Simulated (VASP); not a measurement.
Input of a VASP 6.6.1 run:

The input INCAR:

```
PREC = Accurate
ENCUT = 520
EDIFF = 1E-6
ISMEAR = -1
SIGMA = 0.05
LREAL = False
LASPH = True
NELM = 100
ALGO = Normal
ISIF = 2
LWAVE = False
LCHARG = False
GGA = PS
NBANDS = 8
```

The input KPOINTS:

```
Automatic mesh
0
Gamma
  12 12 12
```

POSCAR

```
Sb
1.0
    0.0000000000      2.2738475325      2.2738475325
    2.2738475325      0.0000000000      2.2738475325
    2.2738475325      2.2738475325      0.0000000000
Sb
1
Direct
    0.0000000000      0.0000000000      0.0000000000
```

Potentials or basis: VASP PAW PBE potentials, release 64 (Sb).

Launch:

```bash
$ cat potpaw_PBE.64/Sb/POTCAR > POTCAR
$ mpirun -np 1 vasp_std > vasp.out
```

(1) Estimate the pressure.

## Answers

(1) 9.2 GPa.

Caveat: the PAW data sets were made with another functional, which shifts forces and pressure a little.
